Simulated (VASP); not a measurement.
# Co (P6_3/mmc) in VASP: single point with LDA

Aim: the single point of Co with LDA.

Program: VASP 6.6.1. These are calculated values, not measurements. Logs are shortened: lines on timing, memory, paths and dates and some standing lists are left out, and cuts for length are marked.

**1. The cell of the first run**

The structure is hexagonal, space group P6_3/mmc (No. 194). The conventional cell has a = 2.429 Å, b = 2.429 Å, c = 3.918 Å, α = 90.00°, β = 90.00°, γ = 120.00°. Within 3.2 Å of Co (site symmetry -6m2) lie 12 Co at 2.41 to 2.43 Å.

**2. Single point, LDA, collinear spin, ferromagnetic start**

Contents of INCAR:

```
ALGO     = Normal         # electronic algorithm
EDIFF    = 1E-7           # SCF threshold, eV
ENCUT    = 520            # plane-wave cutoff, eV
GGA      = CA             # functional
ISIF     = 2              # what is computed and relaxed
ISMEAR   = 1              # smearing method
ISPIN    = 2              # spin polarisation
LASPH    = True           # aspherical terms in the spheres
LCHARG   = True           # write CHGCAR
LELF     = True           # ELF
LMAXMIX  = 4              # l up to which the mixer works
LORBIT   = 11             # projections on sites
LREAL    = False          # projectors in reciprocal space
LVHAR    = True         
LWAVE    = False          # write WAVECAR
MAGMOM   = 1.7 1.7        # initial moments
NBANDS   = 20             # bands
NELM     = 150            # most SCF steps
PREC     = Accurate       # precision mode
SIGMA    = 0.1            # smearing width, eV
```

Contents of KPOINTS:

```
k-points
0
Gamma
  21 21 12
```

Contents of POSCAR:

```
Co
1.0
    2.4292991004      0.0000000000      0.0000000000
   -1.2146495502      2.1038347344      0.0000000000
    0.0000000000      0.0000000000      3.9183720040
Co
2
Direct
    0.3333333333      0.6666666667      0.2500000000
    0.6666666667      0.3333333333      0.7500000000
```

Potentials or basis: VASP PAW LDA potentials, release 64 (Co).

Run with:

```
$ cat potpaw_LDA.64/Co/POTCAR > POTCAR
$ mpirun -np 1 vasp_std > vasp.out
```

OUTCAR:

```text
EDIFF = 1E-7
   ENCUT = 520
   GGA = CA
   ISIF = 2
   ISMEAR = 1
   ISPIN = 2
   LASPH = True
   LORBIT = 11
   LREAL = False
   NELM = 150
   PREC = Accurate

 ion  position               nearest neighbor table
   1  0.333  0.667  0.250-   2 2.41   2 2.41   2 2.41   2 2.41   2 2.41   2 2.41
   2  0.667  0.333  0.750-   1 2.41   1 2.41   1 2.41   1 2.41   1 2.41   1 2.41

  LATTYP: Found a hexagonal cell.
 ALAT       =     2.4292991004
 C/A-ratio  =     1.6129640040

  Lattice vectors:

 A1 = (   2.4292991004,   0.0000000000,   0.0000000000)
 A2 = (  -1.2146495502,   2.1038347344,   0.0000000000)
 A3 = (   0.0000000000,   0.0000000000,   3.9183720040)

Analysis of symmetry for initial positions (statically):
=====================================================================
 Subroutine PRICEL returns:
 Original cell was already a primitive cell.

 Routine SETGRP: Setting up the symmetry group for a
 hexagonal supercell.

 Subroutine GETGRP returns: Found 24 space group operations
 (whereof 12 operations were pure point group operations)
 out of a pool of 24 trial point group operations.

The static configuration has the point symmetry D_3d.
 The point group associated with its full space group is D_6h.

Analysis of symmetry for dynamics (positions and initial velocities):
=====================================================================
 Subroutine PRICEL returns:
 Original cell was already a primitive cell.

 Routine SETGRP: Setting up the symmetry group for a
 hexagonal supercell.

 Subroutine GETGRP returns: Found 24 space group operations
 (whereof 12 operations were pure point group operations)
 out of a pool of 24 trial point group operations.

The dynamic configuration has the point symmetry D_3d.
 The point group associated with its full space group is D_6h.

Analysis of structural, dynamic, and magnetic symmetry:
=====================================================================
 Subroutine PRICEL returns:
 Original cell was already a primitive cell.

 Routine SETGRP: Setting up the symmetry group for a
 hexagonal supercell.

 Subroutine GETGRP returns: Found 24 space group operations
 (whereof 12 operations were pure point group operations)
 out of a pool of 24 trial point group operations.

The overall configuration has the point symmetry D_3d.
 The point group associated with its full space group is D_6h.

 Subroutine INISYM returns: Found 24 space group operations
 (whereof 12 operations are pure point group operations),
 and found     1 'primitive' translations

----------------------------------------------------------------------------------------

                                     Primitive cell

  volume of cell :      20.0262

  direct lattice vectors                    reciprocal lattice vectors
     2.429299100  0.000000000  0.000000000     0.411641366  0.237661253  0.000000000
    -1.214649550  2.103834734  0.000000000     0.000000000  0.475322507  0.000000000
     0.000000000  0.000000000  3.918372004     0.000000000  0.000000000  0.255208030

  length of vectors
     2.429299100  2.429299100  3.918372004     0.475322507  0.475322507  0.255208030

  position of ions in fractional coordinates (direct lattice)
     0.333333333  0.666666667  0.250000000
     0.666666667  0.333333333  0.750000000

  ion indices of the primitive-cell ions
   primitive index   ion index
                 1           1
                 2           2

----------------------------------------------------------------------------------------

 KPOINTS: k-points

Automatic generation of k-mesh.
 Grid dimensions read from file:
 generate k-points for:   21   21   12

 Generating k-lattice:

  Cartesian coordinates                     Fractional coordinates (reciprocal lattice)
     0.019601970  0.011317203  0.000000000     0.047619048  0.000000000  0.000000000
     0.000000000  0.022634405  0.000000000     0.000000000  0.047619048  0.000000000
     0.000000000  0.000000000  0.021267336     0.000000000  0.000000000  0.083333333

  Length of vectors
     0.022634405  0.022634405  0.021267336

  Shift w.r.t. Gamma in fractional coordinates (k-lattice)
     0.000000000  0.000000000  0.000000000

 Subroutine IBZKPT returns following result:
 ===========================================

 Found    336 irreducible k-points:

 Following reciprocal coordinates:
            Coordinates               Weight
  0.000000  0.000000  0.000000      1.000000
  0.047619 -0.000000  0.000000      6.000000
  0.095238 -0.000000  0.000000      6.000000
  0.142857  0.000000  0.000000      6.000000
  0.190476 -0.000000  0.000000      6.000000
  0.238095 -0.000000  0.000000      6.000000
[... 16 lines left out ...]
  0.142857  0.095238  0.000000     12.000000
  0.190476  0.095238  0.000000     12.000000
 [... further k-points ...]
   k-points           NKPTS =    336   k-points in BZ     NKDIM =    336   number of bands    NBANDS=     20
   number of dos      NEDOS =    301   number of ions     NIONS =      2
   total plane-waves  NPLWV =   9720
   dimension x,y,z NGX =    18 NGY =   18 NGZ =   30
   dimension x,y,z NGXF=    36 NGYF=   36 NGZF=   60
   ions per type =               2
   NGX,Y,Z   is equivalent  to a cutoff of  12.32, 12.32, 12.73 a.u.
   NGXF,Y,Z  is equivalent  to a cutoff of  24.64, 24.64, 25.46 a.u.
 SYSTEM =  unknown system
   PREC   = accura    normal or accurate (medium, high low for compatibility)
   ISTART =      0    job   : 0-new  1-cont  2-samecut
   ICHARG =      2    charge: 1-file 2-atom 10-const
   ISPIN  =      2    spin polarized calculation?
   LNONCOLLINEAR =      F non collinear calculations
   LSORBIT =      F    spin-orbit coupling
   LASPH  =      T    aspherical Exc in radial PAW
   ENCUT  =  520.0 eV  38.22 Ry    6.18 a.u.   4.52  4.52  7.29*2*pi/ulx,y,z
   NELM   =    150;   NELMIN=  2; NELMDL= -5     # of ELM steps
   EDIFF  = 0.1E-06   stopping-criterion for ELM
   LREAL  =      F    real-space projection
   EDIFFG = 0.1E-05   stopping-criterion for IOM
   NSW    =      0    number of steps for IOM
   IBRION =     -1    ionic relax: 0-MD 1-quasi-New 2-CG
   NFREE  =      0    steps in history (QN), initial steepest desc. (CG)
   ISIF   =      2    stress and relaxation
   ISYM   =      2    0-nonsym 1-usesym 2-fastsym
   POTIM  = 0.5000    time-step for ionic-motion
   TEBEG  =    0.0;   TEEND  =   0.0 temperature during run
   PSTRESS=    0.0 pullay stress
   NELECT =      18.0000    total number of electrons
   NUPDOWN=      -1.0000    fix difference up-down
   EMIN   =  10.00;   EMAX   =-10.00  energy-range for DOS
   EFERMI =   0.00;   METHOD = LEGACY
   ISMEAR =     1;   SIGMA  =   0.10  broadening in eV -4-tet -1-fermi 0-gaus
   EFERMI_NEDOS =   21; number of points for ismear=-14 and -15
   IALGO  =     38    algorithm
   IMIX   =      4    mixing-type and parameters
     AMIX     =   0.40;   BMIX     =  1.00
     AMIX_MAG =   1.60;   BMIX_MAG =  1.00
  volume/ion in A,a.u.               =      10.01        67.57
  Fermi-wavevector in a.u.,A,eV,Ry     =   1.579912  2.985601 33.961802  2.496122
  Thomas-Fermi vector in A             =   2.680219
   LORBIT       =     11    0 simple, 1 ext, 2 COOP (PROOUT), +10 PAW based schemes
   GGA     = CA    functional components
   LHFCALC =     F    Hartree Fock is set to
   AEXX    =    0.0000 exact exchange contribution
   IVDW    =     0    specifies the selected vdW correction
   LEPSILON=     F    determine dielectric tensor
   LRPA    =     F    only Hartree local field effects (RPA)
 spin polarized calculation
 Methfessel and Paxton  Order N= 1 SIGMA  =   0.10
  energy-cutoff  :      520.00
  volume of cell :       20.03
 maximum number of plane-waves:       557
 NGX is ok and might be reduce to    18
   NGX =  9   NGY =  9   NGZ = 15

 number of electron      17.9999991 magnetization       3.0012659

 Free energy of the ion-electron system (eV)
  ---------------------------------------------------
  ext. energy  EPLUGINS =         0.00000000
  ---------------------------------------------------
  free energy    TOTEN  =       -16.25149929 eV

  energy without entropy =      -16.25179944  energy(sigma->0) =      -16.25159934

 E-fermi :  11.0749     XC(G=0): -14.2146

 val. band max:       11.0746797631   @ k =   0.3810   0.0476   0.3333
 cond. band min:      11.0760932342   @ k =   0.2381   0.0952   0.0000
 fundamental gap:      0.0014134712
 Fermi energy:        11.0749498072

 spin component 1

 k-point     1 :       0.0000    0.0000    0.0000
  band No.  band energies     occupation
      1       1.7195      1.00000
      2       5.6510      1.00000
      3       8.5255      1.00000
      4       8.5377      1.00000
      5       8.5377      1.00000
      6       8.9047      1.00000
[... 12 lines left out ...]
     19      38.3459      0.00000
     20      38.3459      0.00000

 k-point     2 :       0.0476   -0.0000    0.0000
  band No.  band energies     occupation
      1       1.8043      1.00000
      2       5.7045      1.00000
      3       8.3889      1.00000
      4       8.5804      1.00000
      5       8.6613      1.00000
      6       8.8827      1.00000
[... 12 lines left out ...]
     19      39.5273      0.00000
     20      39.9345      0.00000
[... 465 lines left out ...]
      3       7.7316      1.00000
      4       7.8913      1.00000
      5       8.6131      1.00000
      6       8.7515      1.00000
[... 12 lines left out ...]
     19      37.3787      0.00000
     20      40.0226      0.00000

 k-point    24 :       0.1905    0.0952    0.0000
  band No.  band energies     occupation
      1       3.8863      1.00000
      2       6.6259      1.00000
      3       7.4882      1.00000
      4       7.5879      1.00000
      5       8.5691      1.00000
      6       8.6118      1.00000
[... 12 lines left out ...]
     19      37.4279      0.00000
     20      38.7818      0.00000

 [... further k-points ...]

 spin component 2

 k-point     1 :       0.0000    0.0000    0.0000
  band No.  band energies     occupation
      1       1.9060      1.00000
      2       6.5231      1.00000
      3       9.9119      1.00000
      4       9.9151      1.00000
      5       9.9151      1.00000
      6      10.3278      1.00000
[... 12 lines left out ...]
     19      38.7791      0.00000
     20      38.7791      0.00000

 k-point     2 :       0.0476   -0.0000    0.0000
  band No.  band energies     occupation
      1       1.9912      1.00000
      2       6.5817      1.00000
      3       9.7519      1.00000
      4       9.9609      1.00000
      5      10.0575      1.00000
      6      10.3012      1.00000
[... 12 lines left out ...]
     19      39.9564      0.00000
     20      40.3167      0.00000
[... 465 lines left out ...]
      3       8.8827      1.00000
      4       8.9817      1.00000
      5       9.9621      1.00000
      6      10.1490      1.00000
[... 12 lines left out ...]
     19      37.6840      0.00000
     20      40.5192      0.00000

 k-point    24 :       0.1905    0.0952    0.0000
  band No.  band energies     occupation
      1       4.1085      1.00000
      2       7.6461      1.00000
      3       8.4943      1.00000
      4       8.7858      1.00000
      5       9.8945      1.00000
      6       9.9878      1.00000
[... 12 lines left out ...]
     19      37.7808      0.00000
     20      39.2600      0.00000

 [... further k-points ...]
[... 5 lines left out ...]
  --------------------------------------------------------------------------------------
  -------------------------------------------------------------------------------------
  Total       -0.1210024     -0.1210024     -0.1609214     -0.0000000      0.0000000     -0.0000000
  in kB       -9.6806896     -9.6806896    -12.8743709     -0.0000000      0.0000000     -0.0000000
  external PRESSURE =     -10.7452500 kB  Pullay stress =       0.0000000 kB

 VOLUME and BASIS-vectors are now :
 -----------------------------------------------------------------------------
  energy-cutoff  :      520.00
  volume of cell :       20.03
      direct lattice vectors                 reciprocal lattice vectors
     2.429299100  0.000000000  0.000000000     0.411641366  0.237661253  0.000000000
    -1.214649550  2.103834734  0.000000000     0.000000000  0.475322507  0.000000000
     0.000000000  0.000000000  3.918372004     0.000000000  0.000000000  0.255208030

 POSITION                                       TOTAL-FORCE (eV/Angst)
 -----------------------------------------------------------------------------------
     -0.00000      1.40256      0.97959        -0.000000      0.000000      0.000000
      1.21465      0.70128      2.93878         0.000000     -0.000000      0.000000
 -----------------------------------------------------------------------------------
    total drift:                               -0.000000     -0.000000     -0.000000

  FREE ENERGIE OF THE ION-ELECTRON SYSTEM (eV)
  ---------------------------------------------------
  free  energy   TOTEN  =       -16.2514992915 eV

  energy  without entropy=      -16.2517994428  energy(sigma->0) =      -16.25159934

 total charge

# of ion       s       p       d       tot
------------------------------------------
    1        0.523   0.589   7.338   8.450
    2        0.523   0.589   7.338   8.450
--------------------------------------------------
tot          1.046   1.178  14.676  16.900

 magnetization (x)

# of ion       s       p       d       tot
------------------------------------------
    1       -0.013  -0.040   1.547   1.494
    2       -0.013  -0.040   1.547   1.494
--------------------------------------------------
tot         -0.027  -0.079   3.094   2.988
```

It took 4.6 min on 1 thread of Oxide Virtual Turin-like, shared host; peak memory 0.24 GiB.

Results:

```yaml
Free_energy: -16.2515 eV
Pressure: -1.1 GPa
Net_moment: 3.00 μB per cell
Site_moments: Co +1.49 μB
Valence_electrons_inside_the_program's_atomic_spheres: Co 8.45
```
